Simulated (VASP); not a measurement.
# AlN (Cm) in VASP: further runs

The runs below take AlN through single point, with PBE.

All numbers are computed with VASP 6.6.1; they aren't measurements. Logs are shortened: lines on timing, memory, paths and dates and some standing lists are left out, and cuts for length are marked.

## (1) The cell of the first run

It takes space group Cm (No. 8, monoclinic). The conventional cell has a = 6.226 Å, b = 6.226 Å, c = 4.403 Å, α = 90.00°, β = 90.00°, γ = 90.00°. Al (site symmetry m) has 2 N at 1.51 to 1.75 Å within 2.0 Å. Al (site symmetry 1) has 4 N at 1.91 Å within 2.5 Å. Al (site symmetry m) has 4 N at 1.91 Å within 2.5 Å. N (site symmetry m) has 4 Al at 1.51 to 1.91 Å within 2.0 Å. Within 2.5 Å of N (site symmetry 1) lie 4 Al at 1.91 to 2.33 Å. N (site symmetry m) has 4 Al at 1.75 to 1.91 Å within 2.3 Å.

## (2) Single point, PBE (atom 1 (Al) moved by -0.126 Å along [1 1 0] and +0.630 Å along [0 0 1])

File INCAR:

```
ALGO = Normal
EDIFF = 1E-6
ENCUT = 520
GGA = PE
ISIF = 2
ISMEAR = 0
LASPH = T
LCHARG = T
LELF = T
LREAL = F
LVHAR = T
LWAVE = F
NBANDS = 26
NELM = 80
PREC = Accurate
SIGMA = 0.05
```

File KPOINTS:

```
k-points
0
Gamma
  6 6 6
```

File POSCAR:

```
AlN
1.0
    4.4025164325      0.0000000000      0.0000000000
    0.0000000000     -4.4025164325      0.0000000000
    0.0000000000      0.0000000000     -4.4025164325
Al N
4 4
Direct
   -0.0202373928     -0.1430999769     -0.0202373928
    0.5000000000      0.5000000000      0.0000000000
    0.5000000000      0.0000000000      0.5000000000
    0.0000000000      0.5000000000      0.5000000000
    0.7500000000      0.7500000000      0.7500000000
    0.2500000000      0.2500000000      0.7500000000
    0.2500000000      0.7500000000      0.2500000000
    0.7500000000      0.2500000000      0.2500000000
```

Potentials or basis: VASP PAW PBE potentials, release 64 (Al, N).

Run with:

```sh
$ cat potpaw_PBE.64/Al/POTCAR potpaw_PBE.64/N/POTCAR > POTCAR
$ mpirun -np 1 vasp_std > vasp.out
```

OUTCAR:

```text
EDIFF = 1E-6
   ENCUT = 520
   GGA = PE
   ISIF = 2
   ISMEAR = 0
   LASPH = T
   LREAL = F
   NELM = 80
   PREC = Accurate

 ion  position               nearest neighbor table
   1  0.980  0.857  0.980-   5 1.51   7 1.75   6 2.33   8 2.33   2 2.63   4 2.63   2 2.78   4 2.78
                             3 3.05   3 3.18   3 3.18   3 3.30
   2  0.500  0.500  0.000-   5 1.91   6 1.91   7 1.91   8 1.91   1 2.63   1 2.78   4 3.11   3 3.11
                             4 3.11   3 3.11   3 3.11   3 3.11   4 3.11   4 3.11
   3  0.500  0.000  0.500-   5 1.91   6 1.91   7 1.91   8 1.91   1 3.05   2 3.11   4 3.11   2 3.11
                             2 3.11   4 3.11   2 3.11   4 3.11   4 3.11   1 3.18   1 3.18   1 3.30
   4  0.000  0.500  0.500-   5 1.91   6 1.91   7 1.91   8 1.91   1 2.63   1 2.78   3 3.11   2 3.11
                             2 3.11   3 3.11   2 3.11   3 3.11   2 3.11   3 3.11
   5  0.750  0.750  0.750-   1 1.51   2 1.91   3 1.91   4 1.91
   6  0.250  0.250  0.750-   2 1.91   3 1.91   4 1.91   1 2.33
   7  0.250  0.750  0.250-   1 1.75   2 1.91   3 1.91   4 1.91
   8  0.750  0.250  0.250-   2 1.91   3 1.91   4 1.91   1 2.33

  LATTYP: Found a simple cubic cell.
 ALAT       =     4.4025164325

  Lattice vectors:

 A1 = (   4.4025164325,   0.0000000000,   0.0000000000)
 A2 = (   0.0000000000,  -4.4025164325,   0.0000000000)
 A3 = (   0.0000000000,   0.0000000000,  -4.4025164325)

Analysis of symmetry for initial positions (statically):
=====================================================================
 Subroutine PRICEL returns:
 Original cell was already a primitive cell.

 Routine SETGRP: Setting up the symmetry group for a
 simple cubic supercell.

 Subroutine GETGRP returns: Found  2 space group operations
 (whereof  2 operations were pure point group operations)
 out of a pool of 48 trial point group operations.

The static configuration has the point symmetry C_1h.

Analysis of symmetry for dynamics (positions and initial velocities):
=====================================================================
 Subroutine PRICEL returns:
 Original cell was already a primitive cell.

 Routine SETGRP: Setting up the symmetry group for a
 simple cubic supercell.

 Subroutine GETGRP returns: Found  2 space group operations
 (whereof  2 operations were pure point group operations)
 out of a pool of 48 trial point group operations.

The dynamic configuration has the point symmetry C_1h.

 Subroutine INISYM returns: Found  2 space group operations
 (whereof  2 operations are pure point group operations),
[... 114 lines left out ...]
   ISIF   =      2    stress and relaxation
   ISYM   =      2    0-nonsym 1-usesym 2-fastsym
   POTIM  = 0.5000    time-step for ionic-motion
   TEBEG  =    0.0;   TEEND  =   0.0 temperature during run
   PSTRESS=    0.0 pullay stress
   NELECT =      32.0000    total number of electrons
   NUPDOWN=      -1.0000    fix difference up-down
   EMIN   =  10.00;   EMAX   =-10.00  energy-range for DOS
   EFERMI =   0.00;   METHOD = LEGACY
   ISMEAR =     0;   SIGMA  =   0.05  broadening in eV -4-tet -1-fermi 0-gaus
   EFERMI_NEDOS =   21; number of points for ismear=-14 and -15
   IALGO  =     38    algorithm
   IMIX   =      4    mixing-type and parameters
     AMIX     =   0.40;   BMIX     =  1.00
     AMIX_MAG =   1.60;   BMIX_MAG =  1.00
  volume/ion in A,a.u.               =      10.67        71.98
  Fermi-wavevector in a.u.,A,eV,Ry     =   1.180567  2.230947 18.962951  1.393738
  Thomas-Fermi vector in A             =   2.316857
   LORBIT       =      0    0 simple, 1 ext, 2 COOP (PROOUT), +10 PAW based schemes
   GGA     = PE    functional components
   LHFCALC =     F    Hartree Fock is set to
   AEXX    =    0.0000 exact exchange contribution
   IVDW    =     0    specifies the selected vdW correction
   LEPSILON=     F    determine dielectric tensor
   LRPA    =     F    only Hartree local field effects (RPA)
 non-spin polarized calculation
 Gauss-broadening in eV      SIGMA  =   0.05
  energy-cutoff  :      520.00
  volume of cell :       85.33
 maximum number of plane-waves:      2325
 NGX is ok and might be reduce to    36
   NGX = 17   NGY = 17   NGZ = 17

 number of electron      31.9999997 magnetization

 Free energy of the ion-electron system (eV)
  ---------------------------------------------------
  ext. energy  EPLUGINS =         0.00000000
  ---------------------------------------------------
  free energy    TOTEN  =       -55.30809132 eV

  energy without entropy =      -55.30809132  energy(sigma->0) =      -55.30809132

 E-fermi :   6.9710     XC(G=0): -10.8158

 val. band max:        6.7217005456   @ k =   0.5000   0.5000   0.5000
 cond. band min:       7.6395135904   @ k =   0.0000   0.0000   0.0000
 fundamental gap:      0.9178130448
 Fermi energy:         6.9709648445

 k-point     1 :       0.0000    0.0000    0.0000
  band No.  band energies     occupation
      1      -9.6459      2.00000
      2      -7.5948      2.00000
      3      -6.3168      2.00000
      4      -5.7059      2.00000
      5       0.2686      2.00000
      6       0.4705      2.00000
[... 685 lines left out ...]
     25      16.5781      0.00000
     26      16.8044      0.00000

 [... further k-points ...]

------------------------ aborting loop because EDIFF is reached ----------------------------------------

  FORCE on cell =-STRESS in cart. coord.  units (eV):
  Direction    XX          YY          ZZ          XY          YZ          ZX
  --------------------------------------------------------------------------------------
  -------------------------------------------------------------------------------------
  Total       11.5007823     -1.9952351     11.5007823     -3.2301331      3.2301329     -9.2332067
  in kB      215.9409496    -37.4629267    215.9409496    -60.6496140     60.6496111   -173.3645046
  external PRESSURE =     131.4729908 kB  Pullay stress =       0.0000000 kB

 VOLUME and BASIS-vectors are now :
 -----------------------------------------------------------------------------
  energy-cutoff  :      520.00
  volume of cell :       85.33
      direct lattice vectors                 reciprocal lattice vectors
     4.402516432  0.000000000  0.000000000     0.227142821  0.000000000  0.000000000
     0.000000000 -4.402516432  0.000000000     0.000000000 -0.227142821  0.000000000
     0.000000000  0.000000000 -4.402516432     0.000000000  0.000000000 -0.227142821

 POSITION                                       TOTAL-FORCE (eV/Angst)
 -----------------------------------------------------------------------------------
      4.31342     -3.77252     -4.31342         7.812544    -10.128029     -7.812544
      2.20126     -2.20126      0.00000        -0.562439      2.676069     -0.244671
      2.20126      0.00000     -2.20126        -0.331803     -1.687358      0.331803
      0.00000     -2.20126     -2.20126         0.244671      2.676069      0.562439
      3.30189     -3.30189     -3.30189        -8.104632      4.465858      8.104632
      1.10063     -1.10063     -3.30189        -0.158282      0.384987      0.019933
      1.10063     -3.30189     -1.10063         1.119872      1.227418     -1.119872
      3.30189     -1.10063     -1.10063        -0.019933      0.384987      0.158282
 -----------------------------------------------------------------------------------
    total drift:                                0.000166      0.000306     -0.000166

  FREE ENERGIE OF THE ION-ELECTRON SYSTEM (eV)
  ---------------------------------------------------
  free  energy   TOTEN  =       -55.3080913207 eV

  energy  without entropy=      -55.3080913207  energy(sigma->0) =      -55.30809132
```

OSZICAR:

```text
N       E                     dE             d eps       ncg     rms          rms(c)
DAV:   1     0.114751366755E+03    0.11475E+03   -0.14629E+04  3536   0.110E+03
DAV:   2    -0.555577292229E+02   -0.17031E+03   -0.15964E+03  4652   0.229E+02
DAV:   3    -0.656138222651E+02   -0.10056E+02   -0.99960E+01  4722   0.580E+01
DAV:   4    -0.657091039091E+02   -0.95282E-01   -0.95220E-01  4288   0.636E+00
DAV:   5    -0.657104671739E+02   -0.13633E-02   -0.13629E-02  4776   0.760E-01    0.180E+01
DAV:   6    -0.553347222397E+02    0.10376E+02   -0.31405E+01  4572   0.308E+01    0.674E+00
DAV:   7    -0.553549566941E+02   -0.20234E-01   -0.18286E+00  4348   0.707E+00    0.416E+00
DAV:   8    -0.553102296171E+02    0.44727E-01   -0.12687E-01  4482   0.252E+00    0.103E+00
DAV:   9    -0.553075276397E+02    0.27020E-02   -0.23925E-02  4808   0.100E+00    0.379E-01
DAV:  10    -0.553079586675E+02   -0.43103E-03   -0.36422E-03  4506   0.399E-01    0.170E-01
DAV:  11    -0.553080664717E+02   -0.10780E-03   -0.53808E-04  4552   0.186E-01    0.639E-02
DAV:  12    -0.553080916417E+02   -0.25170E-04   -0.22481E-04  4242   0.896E-02    0.251E-02
DAV:  13    -0.553080907045E+02    0.93713E-06   -0.13490E-05  4784   0.341E-02    0.952E-03
DAV:  14    -0.553080913207E+02   -0.61617E-06   -0.55444E-06  3994   0.143E-02
   1 F= -.55308091E+02 E0= -.55308091E+02  d E =-.210450E-14
```

Run time: 60 s. Hardware: 1 thread of Intel Xeon 6975P-C (Granite Rapids), shared host; peak memory 0.26 GiB.

Results:

```
Free energy            : -55.3081 eV
Pressure               : 13.1 GPa
Largest force          : 14.988 eV/Å
Band gap on the k mesh : 0.92 eV (least direct gap 1.04 eV)
```

Forces in eV/Å, atoms in the order of the input:
```
Al    7.813 -10.128  -7.813
Al   -0.562   2.676  -0.245
Al   -0.332  -1.687   0.332
Al    0.245   2.676   0.562
N    -8.105   4.466   8.105
N    -0.158   0.385   0.020
N     1.120   1.227  -1.120
N    -0.020   0.385   0.158
```

Stress tensor (GPa, compression positive):
```
 21.59  -6.06 -17.34
 -6.06  -3.75   6.06
-17.34   6.06  21.59
```

Caveat: the cell differs from its parent crystal (atom 1 (Al) moved by -0.126 Å along [1 1 0] and +0.630 Å along [0 0 1]); the cell stands under pressure; forces of over 1 eV/Å act on the atoms, so gaps and moduli don't describe the material at rest. A k mesh can miss the band edges.

(Part 1 of 2 ends here.)
